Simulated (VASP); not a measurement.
PbSe: single point with PBE

The system is PbSe.

```
Pb Se
1.0
     4.27099    0.00000    0.00000
    -2.13550    3.69879    0.00000
     0.00000    0.00000    7.64401
Pb Se
2 2
Direct
  0.33333 0.66667 0.25000
  0.66667 0.33333 0.75000
  0.00000 0.00000 0.00000
  0.00000 0.00000 0.50000
```

* Program: VASP 6.6.1
* Task: single point
* Functional: PBE
* Potentials or basis: VASP PAW PBE potentials, release 64 (Pb_d, Se)
* Cutoff: 520 eV
* k mesh: 8 × 8 × 6
* Occupations: methfessel-paxton, width 0.01 eV
* Spin: no spin polarisation
* Dipole correction: no
* Further INCAR settings: ALGO = Normal; EDIFF = 1e-07; NBANDS = 28

```json
{"Pressure": "0.0 GPa", "Band gap on the k mesh": "0.21 eV (least direct gap 0.27 eV)"}
```

Levels at points of the mesh, in eV from the valence-band top:
```csv
k point,band 17,band 18,band 19,band 20,band 21,band 22,band 23,band 24
"(0.00, 0.00, 0.00)",-1.34,-0.63,-0.63,0.00,1.25,2.42,2.42,4.59
"(0.50, 0.00, 0.00)",-2.43,-0.99,-0.41,-0.05,0.21,1.74,1.99,4.23
"(0.00, 0.00, 0.50)",-1.04,-1.04,-1.04,-1.04,3.15,3.15,3.37,3.37
"(0.50, 0.00, 0.50)",-1.90,-1.90,-1.88,-1.88,2.31,2.31,3.70,3.70
```

It took 2.8 min on 1 thread of Intel Xeon 8259CL, on a shared host, peak memory 0.31 GiB.

Caveat: spin-orbit coupling is left out, which moves the levels of the heavy elements. A k mesh can miss the band edges.
